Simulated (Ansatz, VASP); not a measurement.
Ge: VASP beside Ansatz

INCAR

```
PREC = Accurate ; ENCUT = 500
EDIFF = 1E-6 ; ISMEAR = -1
SIGMA = 0.02 ; LREAL = False
LASPH = True ; NELM = 120
ALGO = Normal ; ISIF = 2
LWAVE = False ; LCHARG = False
GGA = PE ; NBANDS = 21
GGA_COMPAT = False
```

File KPOINTS:

```
Automatic mesh
0
Gamma
  8 8 8
```

The input POSCAR:

```
Ge
1.0
    0.0000000000      2.8368735121      2.8368735121
    2.8482210062      0.0000000000      2.8368735121
    2.8482210062      2.8368735121      0.0000000000
Ge
2
Direct
    0.0000000000      0.0000000000      0.0000000000
    0.2500000000      0.2500000000      0.2500000000
```

Input for Ansatz:

```yaml
crystal:
  lattice:
    - [0.0, 2.8368735121, 2.8368735121]
    - [2.8482210062, 0.0, 2.8368735121]
    - [2.8482210062, 2.8368735121, 0.0]
  atoms:
    - { symbol: Ge, position: [0.0, 0.0, 0.0] }
    - { symbol: Ge, position: [0.25, 0.25, 0.25] }
kpoints:
  mp_grid: { grid: [8, 8, 8] }
  band_path:
    path:
      - [0.0, 0.0, 0.0]
      - [0.5, 0.0, 0.5]
      - [0.625, 0.25, 0.625]
      - [0.375, 0.375, 0.75]
      - [0.5, 0.5, 0.5]
      - [0.5, 0.25, 0.75]
    npoints: 1
hamiltonian:
  xc: pbe
scf:
  occupations: { method: fermi_dirac, width: 0.02 }
  n_extra_bands: 4
output:
  forces: true
  stress: true
  eigenvalues: true
```

Change from the starting cell: uniaxial_x strain +0.4%.

Alike in both runs: task single point; functional PBE; k mesh 8 × 8 × 8; occupations fermi-dirac, width 0.02 eV; no spin polarisation.

```csv
,VASP,Ansatz
version,VASP 6.6.1,Ansatz 0.2.0
potentials or method,"VASP PAW PBE potentials, release 64 (Ge_d)","plane waves, PAW"
plane-wave cutoff (eV),500,420
valence electrons in the cell,28,28
```

Ansatz gave:

* pressure (GPa): 2.7
* traceless stress, the component that is largest in VASP (GPa): -0.17

Problem. Which values does VASP return?

Solution. Pressure (GPa): 2.6; traceless stress, the component that is largest in VASP (GPa): -0.17.
